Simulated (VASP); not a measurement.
# Al4N5 in VASP: a series of runs

The runs below take Al4N5 through single point, with PBE.

All numbers are computed with VASP 6.6.1; they aren't measurements. Logs are shortened: lines on timing, memory, paths and dates and some standing lists are left out, and cuts for length are marked.

## 1. The cell of the first run

The cell holds a slab with vacuum, 9 atoms: a = 3.130 Å, b = 5.017 Å, c = 19.062 Å, α = 90.00°, β = 90.00°, γ = 90.00°.

## 2. Single point, PBE, collinear spin

Contents of INCAR:

```
SYSTEM = Al4N5
  PREC = Accurate
  ENCUT = 520
  EDIFF = 1E-6
  ISMEAR = 0
  SIGMA = 0.05
  LREAL = .FALSE.
  LASPH = .TRUE.
  NELM = 200
  ALGO = Normal
  ISIF = 2
  LWAVE = .FALSE.
  LCHARG = .TRUE.
  ISPIN = 2
  MAGMOM = 0 0 0 0 0 0 0 0 3
  LORBIT = 11
  LDIPOL = .TRUE.
  IDIPOL = 3
  DIPOL = 0.5 0.5 0.320
  GGA = PE
  LELF = .TRUE.
  LVHAR = .TRUE.
  LVACPOTAV = .TRUE.
  NBANDS = 32
  GGA_COMPAT = .FALSE.
  NELMDL = -8
```

Contents of KPOINTS:

```
regular mesh
0
G
  9 6 1
  0 0 0
```

Contents of POSCAR:

```
Al4N5
1.0
    3.1297683445      0.0000000000      0.0000000000
    0.0000000000      5.0173032419      0.0000000000
    0.0000000000      0.0000000000     19.0620320396
Al N
4 5
Direct
    0.0000000000      0.9982714950      0.2098412169
    0.5000000000      0.4982714950      0.2572383830
    0.5000000000      0.9915197257      0.3577010219
    0.0000000000      0.4624332462      0.3868097530
    0.0000000000      0.6167285050      0.2098412169
    0.5000000000      0.1167285050      0.2572383830
    0.5000000000      0.6143669392      0.3564124135
    0.0000000000      0.1112303975      0.3967065014
    0.1666666667      0.7778970642      0.4503315309
```

Potentials or basis: VASP PAW PBE potentials, release 64 (Al, N).

The run is started by

```sh
cat potpaw_PBE.64/Al/POTCAR potpaw_PBE.64/N/POTCAR > POTCAR
mpirun -np 1 vasp_std > vasp.out
```

OUTCAR:

```text
SYSTEM = Al4N5
   PREC = Accurate
   ENCUT = 520
   EDIFF = 1E-6
   ISMEAR = 0
   LREAL = .FALSE.
   LASPH = .TRUE.
   NELM = 200
   ISIF = 2
   ISPIN = 2
   LORBIT = 11
   GGA = PE
   NELMDL = -8

 ion  position               nearest neighbor table
   1  0.000  0.998  0.210-   6 1.90   6 1.90   5 1.91   2 3.09   2 3.09   2 3.09   2 3.09   3 3.22
                             3 3.22
   2  0.500  0.498  0.257-   5 1.90   5 1.90   6 1.91   7 1.98   4 2.93   4 2.93   1 3.09   1 3.09
                             1 3.09   1 3.09   3 3.13   3 3.18
   3  0.500  0.992  0.358-   8 1.83   8 1.83   7 1.89   6 2.02   9 2.31   4 2.89   4 2.89   2 3.13
                             4 3.13   4 3.13   2 3.18   1 3.22   1 3.22
   4  0.000  0.462  0.387-   8 1.77   7 1.83   7 1.83   9 2.06   3 2.89   3 2.89   2 2.93   2 2.93
                             3 3.13   3 3.13
   5  0.000  0.617  0.210-   2 1.90   2 1.90   1 1.91
   6  0.500  0.117  0.257-   1 1.90   1 1.90   2 1.91   3 2.02
   7  0.500  0.614  0.356-   4 1.83   4 1.83   3 1.89   2 1.98
   8  0.000  0.111  0.397-   4 1.77   3 1.83   3 1.83
   9  0.167  0.778  0.450-   4 2.06   3 2.31

  LATTYP: Found a simple orthorhombic cell.
 ALAT       =     3.1297683445
 B/A-ratio  =     1.6030909287
 C/A-ratio  =     6.0905568532

  Lattice vectors:

 A1 = (   3.1297683445,   0.0000000000,   0.0000000000)
 A2 = (   0.0000000000,   5.0173032419,   0.0000000000)
 A3 = (   0.0000000000,   0.0000000000,  19.0620320396)

Analysis of symmetry for initial positions (statically):
=====================================================================
 Subroutine PRICEL returns:
 Original cell was already a primitive cell.

 Routine SETGRP: Setting up the symmetry group for a
 simple orthorhombic supercell.

 Subroutine GETGRP returns: Found  1 space group operations
 (whereof  1 operations were pure point group operations)
 out of a pool of  8 trial point group operations.

The static configuration has the point symmetry C_1 .

Analysis of symmetry for dynamics (positions and initial velocities):
=====================================================================
 Subroutine PRICEL returns:
 Original cell was already a primitive cell.

 Routine SETGRP: Setting up the symmetry group for a
 simple orthorhombic supercell.

 Subroutine GETGRP returns: Found  1 space group operations
 (whereof  1 operations were pure point group operations)
 out of a pool of  8 trial point group operations.

The dynamic configuration has the point symmetry C_1 .

Analysis of structural, dynamic, and magnetic symmetry:
=====================================================================
 Subroutine PRICEL returns:
[... 178 lines left out ...]
 fundamental gap:      0.6388642617
 Fermi energy:        -1.1828758276

 spin component 1

 k-point     1 :       0.0000    0.0000    0.0000
  band No.  band energies     occupation
      1     -18.1073      1.00000
      2     -16.6823      1.00000
      3     -15.8715      1.00000
      4     -14.4962      1.00000
      5     -14.1983      1.00000
      6      -8.4411      1.00000
[... 781 lines left out ...]
     29       5.8232      0.00000
     30       5.8776      0.00000

 [... further k-points ...]

 spin component 2

 k-point     1 :       0.0000    0.0000    0.0000
  band No.  band energies     occupation
      1     -17.9404      1.00000
      2     -16.6161      1.00000
      3     -15.8356      1.00000
      4     -14.4825      1.00000
      5     -13.1491      1.00000
      6      -8.3567      1.00000
[... 781 lines left out ...]
     29       5.8305      0.00000
     30       5.8909      0.00000

 [... further k-points ...]

 [bands above 30 left out]

------------------------ aborting loop because EDIFF is reached ----------------------------------------

  FORCE on cell =-STRESS in cart. coord.  units (eV):
  Direction    XX          YY          ZZ          XY          YZ          ZX
  --------------------------------------------------------------------------------------
  -------------------------------------------------------------------------------------
  Total        6.4620242     -5.8033546     -1.1913484      0.5912048      3.5976528     -0.8922547
  in kB       34.5881571    -31.0626105     -6.3767243      3.1644392     19.2565328     -4.7758171
  external PRESSURE =      -0.9503926 kB  Pullay stress =       0.0000000 kB

 VOLUME and BASIS-vectors are now :
 -----------------------------------------------------------------------------
  energy-cutoff  :      520.00
  volume of cell :      299.33
      direct lattice vectors                 reciprocal lattice vectors
     3.129768344  0.000000000  0.000000000     0.319512465  0.000000000  0.000000000
     0.000000000  5.017303242  0.000000000     0.000000000  0.199310257  0.000000000
     0.000000000  0.000000000 19.062032040     0.000000000  0.000000000  0.052460304

 POSITION                                       TOTAL-FORCE (eV/Angst)
 -----------------------------------------------------------------------------------
      0.00000      5.00863      4.00000        -0.010780     -1.731385      2.104862
      1.56488      2.49998      4.90349        -0.023979      1.014397     -1.829756
      1.56488      4.97476      6.81851         0.080715     -1.248003     -0.094855
      0.00000      2.32017      7.37338        -0.078620      2.935406      2.277823
      0.00000      3.09431      4.00000        -0.020446      0.769378      0.599728
      1.56488      0.58566      4.90349         0.025058      0.135066     -0.714216
      1.56488      3.08247      6.79394         0.552073     -1.456829     -2.699607
      0.00000      0.55808      7.56203        -0.002812     -2.115369      0.337166
      0.52163      3.90295      8.58423        -0.521209      1.697337      0.018855
 -----------------------------------------------------------------------------------
    total drift:                                0.000064     -0.000610     -0.000097

  FREE ENERGIE OF THE ION-ELECTRON SYSTEM (eV)
  ---------------------------------------------------
  free  energy   TOTEN  =       -58.5920380191 eV

  energy  without entropy=      -58.5920380191  energy(sigma->0) =      -58.59203802

 vacuum level on the upper side and lower side of the slab         4.913         2.734

 total charge

# of ion       s       p       d       tot
------------------------------------------
    1        0.386   0.366   0.000   0.752
    2        0.369   0.422   0.000   0.791
    3        0.364   0.436   0.000   0.800
    4        0.382   0.462   0.000   0.844
    5        1.235   2.481   0.000   3.716
    6        1.233   2.570   0.000   3.803
    7        1.248   2.610   0.000   3.858
    8        1.242   2.551   0.000   3.793
    9        1.350   2.049   0.000   3.399
--------------------------------------------------
tot          7.809  13.947   0.000  21.757

 magnetization (x)

# of ion       s       p       d       tot
------------------------------------------
    1        0.001   0.001   0.000   0.002
    2        0.004   0.008   0.000   0.011
    3        0.000  -0.000   0.000  -0.000
    4       -0.002  -0.003   0.000  -0.005
    5        0.001   0.007   0.000   0.008
    6        0.001   0.004   0.000   0.005
    7        0.016   0.066   0.000   0.082
    8       -0.005  -0.047   0.000  -0.052
    9        0.014   0.627   0.000   0.640
--------------------------------------------------
tot          0.029   0.662   0.000   0.691
```

stdout:

```text
POSCAR found type information on POSCAR AlN
 POSCAR found :  2 types and       9 ions
 scaLAPACK will be used
 LDA part: xc-table for (Slater+PW92), standard interpolation
 POSCAR, INCAR and KPOINTS ok, starting setup
 FFT: planning ... GRIDC
 FFT: planning ... GRID_SOFT
 FFT: planning ... GRID
 WAVECAR not read
 entering main loop
 -----------------------------------------------------------------------------
|                                                                             |
|           W    W    AA    RRRRR   N    N  II  N    N   GGGG   !!!           |
|           W    W   A  A   R    R  NN   N  II  NN   N  G    G  !!!           |
|           W    W  A    A  R    R  N N  N  II  N N  N  G       !!!           |
|           W WW W  AAAAAA  RRRRR   N  N N  II  N  N N  G  GGG   !            |
|           WW  WW  A    A  R   R   N   NN  II  N   NN  G    G                |
|           W    W  A    A  R    R  N    N  II  N    N   GGGG   !!!           |
|                                                                             |
|     Did not find any points to average over, which means that no vacuum     |
|     field-free region was found. Please increase the size of  your cell     |
|     in the dimension of the dipole correction to obtain accurate            |
|     workfunction values.                                                    |
|                                                                             |
 -----------------------------------------------------------------------------
```

Wall time 16 min (1 thread of Oxide Virtual Turin-like, shared host); peak memory 0.66 GiB.

What came out:

```yaml
Free_energy: -58.5920 eV
Largest_force: 3.716 eV/Å
Band_gap_on_the_k_mesh: 0.64 eV (least direct gap 0.73 eV)
Net_moment: 1.00 μB per cell
Site_moments: Al +0.00, +0.01, -0.00, -0.01; N +0.01, +0.08, -0.05, +0.64 (each value once) μB
Valence_electrons_inside_the_program's_atomic_spheres: Al 0.75, 0.79, 0.80, 0.84; N 3.72, 3.80, 3.86, 3.79, 3.40
```

Forces in eV/Å, atoms in the order of the input:
```
Al  -0.011 -1.731  2.105
Al  -0.024  1.014 -1.830
Al   0.081 -1.248 -0.095
Al  -0.079  2.935  2.278
N   -0.020  0.769  0.600
N    0.025  0.135 -0.714
N    0.552 -1.457 -2.700
N   -0.003 -2.115  0.337
N   -0.521  1.697  0.019
```

Levels at points of the mesh, in eV from the valence-band top:
Spin up:
| k point | band 16 | band 17 | band 18 | band 19 | band 20 | band 21 | band 22 | band 23 |
| --- | --- | --- | --- | --- | --- | --- | --- | --- |
| (0.00, 0.00, 0.00) | -1.27 | -0.89 | -0.56 | -0.27 | 0.70 | 0.88 | 3.88 | 4.31 |
| (0.00, 0.50, 0.00) | -1.37 | -1.10 | -0.51 | -0.08 | 0.75 | 1.11 | 4.44 | 4.58 |
Spin down:
| k point | band 14 | band 15 | band 16 | band 17 | band 18 | band 19 | band 20 | band 21 | band 22 | band 23 |
| --- | --- | --- | --- | --- | --- | --- | --- | --- | --- | --- |
| (0.00, 0.00, 0.00) | -2.32 | -1.90 | -1.10 | -0.88 | -0.09 | 0.64 | 1.22 | 1.98 | 3.92 | 4.36 |
| (0.00, 0.50, 0.00) | -2.54 | -2.39 | -1.25 | -1.09 | 0.00 | 0.99 | 1.45 | 1.84 | 4.55 | 4.60 |

## 3. Single point, PBE, collinear spin

Contents of INCAR:

```
SYSTEM = Al4N5
PREC     = Accurate       ! precision mode
ENCUT    = 520            ! plane-wave cutoff, eV
EDIFF    = 1E-6           ! SCF threshold, eV
ISMEAR   = 0              ! smearing method
SIGMA    = 0.05           ! smearing width, eV
LREAL    = .FALSE.        ! projectors in reciprocal space
LASPH    = .TRUE.         ! aspherical terms in the spheres
NELM     = 200            ! most SCF steps
ALGO     = Normal         ! electronic algorithm
ISIF     = 2              ! what is computed and relaxed
LWAVE    = .FALSE.        ! write WAVECAR
LCHARG   = .TRUE.         ! write CHGCAR
ISPIN    = 2              ! spin polarisation
MAGMOM   = 0 0 0 0 0 0 0 0 3 ! initial moments
LORBIT   = 11             ! projections on sites
LDIPOL   = .TRUE.       
IDIPOL   = 3            
DIPOL    = 0.5 0.5 0.325
GGA      = PE             ! functional
LELF     = .TRUE.         ! ELF
LVHAR    = .TRUE.       
LVACPOTAV= .TRUE.       
NBANDS   = 32             ! bands
GGA_COMPAT= .FALSE.      
NELMDL   = -8
```

KPOINTS is that of step 2.

POSCAR: that of step 2 with these lines changed.

```diff
@@ -16,2 +16,2 @@
     0.0000000000      0.1112303975      0.3967065014
-    0.1666666667      0.7778970642      0.4503315309
+    0.1666666667      0.4445637309      0.4949036024
```

Potentials or basis: VASP PAW PBE potentials, release 64 (Al, N).

The run is started by

```sh
cat potpaw_PBE.64/Al/POTCAR potpaw_PBE.64/N/POTCAR > POTCAR
mpirun -np 1 vasp_std > vasp.out
```

Wall time 36 min (1 thread of Oxide Virtual Turin-like, shared host); peak memory 0.65 GiB.

Results (log left out):

* Free energy: -58.5833 eV
* Largest force: 2.805 eV/Å
* Band gap on the k mesh: 0.43 eV
* Net moment: 3.00 μB per cell
* Site moments: Al +0.00, +0.01, -0.00 (each value once); N +0.02, +0.01, +0.07, +0.20, +1.70 μB
* Valence electrons inside the program's atomic spheres: Al 0.75, 0.79, 0.81, 0.85; N 3.72, 3.80, 3.86, 3.81, 3.34

Forces in eV/Å, atoms in the order of the input:
```
Al   0.000 -1.642  2.274
Al  -0.002  0.875 -1.721
Al  -0.021 -0.357  0.147
Al   0.103  0.622  1.329
N   -0.002  0.727  0.679
N    0.001  0.137 -1.072
N    0.096  0.014 -0.793
N   -0.107 -0.665 -0.846
N   -0.069  0.289  0.004
```

Levels at points of the mesh, in eV from the valence-band top:
Spin up:
```csv
k point,band 18,band 19,band 20,band 21,band 22,band 23
"(0.00, 0.00, 0.00)",-0.52,-0.07,-0.06,1.63,4.65,4.96
"(0.00, 0.50, 0.00)",-0.43,-0.29,-0.20,1.88,5.23,5.58
```
Spin down:
```tsv
k point	band 14	band 15	band 16	band 17	band 18	band 19	band 20	band 21
(0.00, 0.00, 0.00)	-0.77	-0.61	-0.08	-0.02	0.46	1.66	2.04	2.75
(0.00, 0.50, 0.00)	-0.94	-0.73	-0.47	-0.25	0.62	1.73	2.18	2.75
```

## 4. Single point, PBE, collinear spin

Contents of INCAR:

```
SYSTEM = Al4N5
ALGO = Normal
DIPOL = 0.5 0.5 0.320
EDIFF = 1E-6
ENCUT = 520
GGA = PE
GGA_COMPAT = .FALSE.
IDIPOL = 3
ISIF = 2
ISMEAR = 0
ISPIN = 2
LASPH = .TRUE.
LCHARG = .FALSE.
LDIPOL = .TRUE.
LORBIT = 11
LREAL = .FALSE.
LWAVE = .FALSE.
MAGMOM = 0 0 0 0 0 0 0 0 3
NBANDS = 32
NELM = 200
NELMDL = -8
PREC = Accurate
SIGMA = 0.05
```

Contents of KPOINTS:

```
k-points
0
G
  9 6 1
  0 0 0
```

POSCAR: that of step 3 with these lines changed.

```diff
@@ -16,2 +16,2 @@
     0.0000000000      0.1112303975      0.3967065014
-    0.1666666667      0.4445637309      0.4949036024
+    0.3333333333      0.9445637309      0.4509878077
```

The run is started by

```sh
cat potpaw_PBE.64/Al/POTCAR potpaw_PBE.64/N/POTCAR > POTCAR
mpirun -np 1 vasp_std > vasp.out
```

Run time: 28 min. Hardware: 1 thread of Oxide Virtual Turin-like, shared host; peak memory 0.66 GiB.

It converged, with:

```
Free energy                                           : -58.4693 eV
Largest force                                         : 3.284 eV/Å
Band gap on the k mesh                                : zero (filled and empty bands overlap)
Net moment                                            : 1.04 μB per cell
Site moments                                          : Al -0.00, +0.00, +0.01 (each value once); N +0.01, +0.00, +0.04, +0.60 (each value once) μB
Valence electrons inside the program's atomic spheres : Al 0.75, 0.79, 0.84, 0.83; N 3.72, 3.80, 3.86, 3.82, 3.48
```

Forces in eV/Å, atoms in the order of the input:
```
Al   0.001 -1.659  1.966
Al  -0.013  0.887 -2.037
Al   0.663 -1.035 -0.749
Al   0.272  1.648  0.808
N    0.013  0.686  0.825
N    0.151  0.118 -0.573
N    0.292 -1.192 -1.097
N    1.848 -0.058  0.815
N   -3.227  0.605  0.042
```

Levels at points of the mesh, in eV from the Fermi level:
Spin up:
| k point | band 15 | band 16 | band 17 | band 18 | band 19 | band 20 | band 21 | band 22 | band 23 | band 24 |
| --- | --- | --- | --- | --- | --- | --- | --- | --- | --- | --- |
| (0.00, 0.00, 0.00) | -2.92 | -2.06 | -1.72 | -1.68 | -1.07 | -0.13 | 1.76 | 2.63 | 3.44 | 3.95 |
| (0.00, 0.50, 0.00) | -3.11 | -2.16 | -1.92 | -1.68 | -1.18 | 0.24 | 2.17 | 2.60 | 3.79 | 4.02 |
Spin down:
| k point | band 15 | band 16 | band 17 | band 18 | band 19 | band 20 | band 21 | band 22 |
| --- | --- | --- | --- | --- | --- | --- | --- | --- |
| (0.00, 0.00, 0.00) | -2.81 | -1.90 | -1.70 | -1.04 | -0.16 | 0.58 | 1.99 | 2.87 |
| (0.00, 0.50, 0.00) | -2.96 | -2.11 | -1.91 | -1.01 | 0.17 | 0.63 | 2.55 | 2.80 |

Caveat: a moment this small can come from the mesh or the smearing.

## 5. Single point, PBE, collinear spin

Contents of INCAR:

```
PREC     = Accurate       # precision mode
ENCUT    = 520            # plane-wave cutoff, eV
EDIFF    = 1E-6           # SCF threshold, eV
ISMEAR   = 0              # smearing method
SIGMA    = 0.05           # smearing width, eV
LREAL    = False          # projectors in reciprocal space
LASPH    = True           # aspherical terms in the spheres
NELM     = 200            # most SCF steps
ALGO     = Normal         # electronic algorithm
ISIF     = 2              # what is computed and relaxed
LWAVE    = False          # write WAVECAR
LCHARG   = False          # write CHGCAR
ISPIN    = 2              # spin polarisation
MAGMOM   = 0 0 0 0 0 0 0 0 3 # initial moments
LORBIT   = 11             # projections on sites
LDIPOL   = True         
IDIPOL   = 3            
DIPOL    = 0.5 0.5 0.320
GGA      = PE             # functional
NBANDS   = 32             # bands
GGA_COMPAT= False        
NELMDL   = -8
```

Contents of KPOINTS:

```
Automatic mesh
0
Gamma
  9 6 1
```

POSCAR: that of step 4 with these lines changed.

```diff
@@ -16,2 +16,2 @@
     0.0000000000      0.1112303975      0.3967065014
-    0.3333333333      0.9445637309      0.4509878077
+    0.3333333333      0.1112303975      0.4493746542
```

The run is started by

```sh
cat potpaw_PBE.64/Al/POTCAR potpaw_PBE.64/N/POTCAR > POTCAR
mpirun -np 1 vasp_std > vasp.out
```

Run time: 26 min. Hardware: 1 thread of Oxide Virtual Turin-like, shared host; peak memory 0.67 GiB.

Results (log left out):

| Property | Result |
| --- | --- |
| Free energy | -59.0972 eV |
| Largest force | 2.449 eV/Å |
| Net moment | 0.15 μB per cell |
| Site moments | Al -0.01, -0.00, +0.00 (each value once); N -0.00, -0.01, +0.00, +0.03, +0.12 μB |
| Valence electrons inside the program's atomic spheres | Al 0.75, 0.79, 0.81, 0.82; N 3.72, 3.80, 3.86, 3.89, 3.59 |

Forces on the atoms (eV/Å):
```
Al   0.017 -1.681  1.745
Al  -0.005  1.003 -2.076
Al   0.902 -1.967 -1.146
Al   0.180  1.407  1.484
N   -0.002  0.621  0.930
N    0.077  0.239  0.054
N   -0.075 -0.080 -0.404
N    0.215 -0.410 -0.664
N   -1.310  0.868  0.078
```

Levels at points of the mesh, in eV from the Fermi level:
Spin up:
```csv
k point,band 16,band 17,band 18,band 19,band 20,band 21,band 22,band 23
"(0.00, 0.00, 0.00)",-1.94,-1.77,-1.71,-0.17,-0.08,1.68,3.23,3.75
"(0.00, 0.50, 0.00)",-2.20,-1.94,-1.68,-0.43,0.31,2.38,3.32,3.91
```
Spin down:
```tsv
k point	band 14	band 15	band 16	band 17	band 18	band 19	band 20	band 21	band 22	band 23
(0.00, 0.00, 0.00)	-3.60	-2.92	-1.93	-1.75	-1.58	-0.24	0.09	1.68	3.18	3.70
(0.00, 0.50, 0.00)	-3.57	-3.44	-2.20	-1.94	-1.51	-0.20	0.11	2.40	3.35	3.88
```

## 6. Overview

| cell | gap on the mesh (eV) | moment (μB) | largest force (eV/Å) |
| --- | --- | --- | --- |
| as given, atomic positions A | 0.64 | 1.00 | 3.72 |
| as given, atomic positions B | 0.43 | 3.00 | 2.80 |
| as given, atomic positions C | none | 1.04 | 3.28 |
| as given, atomic positions D | none | 0.15 | 2.45 |

Alike in all rows: task single point; level PBE; potentials or basis VASP PAW PBE potentials, release 64 (Al, N); spin collinear; k mesh 9 × 6 × 1; cutoff (eV) 520; smearing gaussian 0.05 eV.

Caveats: a moment this small can come from the mesh or the smearing (at least some runs).

Absolute energies hang on the potentials; compare differences alone.

The gap in the log of VASP goes by the Fermi energy; the results here count the filled bands.